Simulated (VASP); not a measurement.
Here is a VASP 6.6.1 calculation.

File INCAR:

```
SYSTEM = Ca3As2
PREC = Accurate
ENCUT = 520
EDIFF = 1E-6
ISMEAR = 0
SIGMA = 0.1
LREAL = .False.
LASPH = .True.
NELM = 60
ALGO = Fast
ISIF = 2
LWAVE = .False.
LCHARG = .False.
GGA = PE
NBANDS = 28
```

Contents of KPOINTS:

```
regular mesh
0
Gamma
  6 6 6
  0 0 0
```

The input POSCAR:

```
Ca3As2
1.0
    6.1538227544      0.0000000000      0.0000000000
   -3.0769113772      5.3293668357      0.0000000000
    0.0000000000      0.0000000000      6.2964839155
Ca As
3 2
Direct
    0.5000000000      0.0000000000      0.0000000000
    0.0000000000      0.5000000000      0.0000000000
    0.5000000000      0.5000000000      0.0000000000
    0.0000000000      0.0000000000      0.2010011614
    0.0000000000      0.0000000000      0.7989988386
```

Potentials or basis: VASP PAW PBE potentials, release 64 (Ca_sv, As).

Run with:

```bash
$ cat potpaw_PBE.64/Ca_sv/POTCAR potpaw_PBE.64/As/POTCAR > POTCAR
$ mpirun -np 1 vasp_std > vasp.out
```

(1) Predict the largest force.

(2) Predict the band gap on the k mesh.

(3) Estimate the pressure.

Answers

(1) 0.034 eV/Å.

(2) zero (bands 20 and 21 overlap by 0.11 eV).

(3) 0.1 GPa.
